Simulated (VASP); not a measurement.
Here is a VASP 6.6.1 calculation.

File INCAR:

```
SYSTEM = PbSe
PREC     = Accurate       ! precision mode
ENCUT    = 520            ! plane-wave cutoff, eV
EDIFF    = 1E-7           ! SCF threshold, eV
ISMEAR   = -1             ! smearing method
SIGMA    = 0.0315         ! smearing width, eV
LREAL    = .False.        ! projectors in reciprocal space
LASPH    = .True.         ! aspherical terms in the spheres
NELM     = 80             ! most SCF steps
ALGO     = Normal         ! electronic algorithm
ISIF     = 2              ! what is computed and relaxed
LWAVE    = .False.        ! write WAVECAR
LCHARG   = .True.         ! write CHGCAR
GGA      = PE             ! functional
LELF     = .True.         ! ELF
LVHAR    = .True.       
NBANDS   = 17             ! bands
```

KPOINTS

```
Automatic mesh
0
Gamma
  5 5 5
  0 0 0
```

Contents of POSCAR:

```
PbSe
1.0
    0.0000000000      3.0768640000      3.0768640000
    3.0768640000      0.0000000000      3.0768640000
    3.0768640000      3.0768640000      0.0000000000
Pb Se
1 1
Direct
    0.0000000000      0.0000000000      0.0000000000
    0.5000000000      0.5000000000      0.5000000000
```

Potentials or basis: VASP PAW PBE potentials, release 64 (Pb_d, Se).

The run is started by

```bash
$ cat potpaw_PBE.64/Pb_d/POTCAR potpaw_PBE.64/Se/POTCAR > POTCAR
$ mpirun -np 1 vasp_std > vasp.out
```

Task: Predict the pressure.

Result: 1.4 GPa.
